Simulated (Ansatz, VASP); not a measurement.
MgO: VASP beside Ansatz

```xyz
8
Lattice="3.2553 0.0000 0.0000 -1.6277 2.8192 0.0000 0.0000 0.0000 10.4150" Properties=species:S:1:pos:R:3 pbc="T T T"
Mg    0.0000    1.8795   10.0983
Mg    0.0000    0.0000    2.3012
Mg    0.0000    0.0000    7.5086
Mg    1.6277    0.9397    4.8908
O     0.0000    1.8795    8.1228
O    -0.1300    0.0000    6.1651
O     0.0000    0.0000    0.3076
O     1.6277    0.9397    2.9153
```

Alike in both runs: task single point; functional PBEsol; k mesh 9 × 9 × 4; occupations gaussian, width 0.05 eV; no spin polarisation.

```csv
,VASP,Ansatz
version,VASP 6.6.1,Ansatz 0.2.0
potentials or method,"VASP PAW PBE potentials, release 64 (Mg, O), cutoff 520 eV","scalar-relativistic, plane waves, PAW"
valence electrons in the cell,32,64
```

|  | VASP | Ansatz | Ansatz less VASP |
| --- | --- | --- | --- |
| gap on the k mesh at the Fermi level (eV) | 0.82 | 0.92 | +0.105 |
| least direct gap on the mesh (eV) | 0.82 | 0.92 | +0.105 |
| pressure (GPa) | 21.0 | 18.8 | -2.23 |
| traceless stress, the component that is largest in VASP (GPa) | 42.95 | 38.25 | -4.698 |
| rms of the force components (eV/Å) | 9.752 | 8.810 | -0.9424 |

VASP's potentials were made for PBE, not for PBEsol, and Ansatz warns of the same on its side. Atom by atom the forces differ by 0.948 eV/Å (rms over components). VASP's potentials hold 32 valence electrons a cell and Ansatz's 64, so a difference there can come from the potentials and not from the codes.
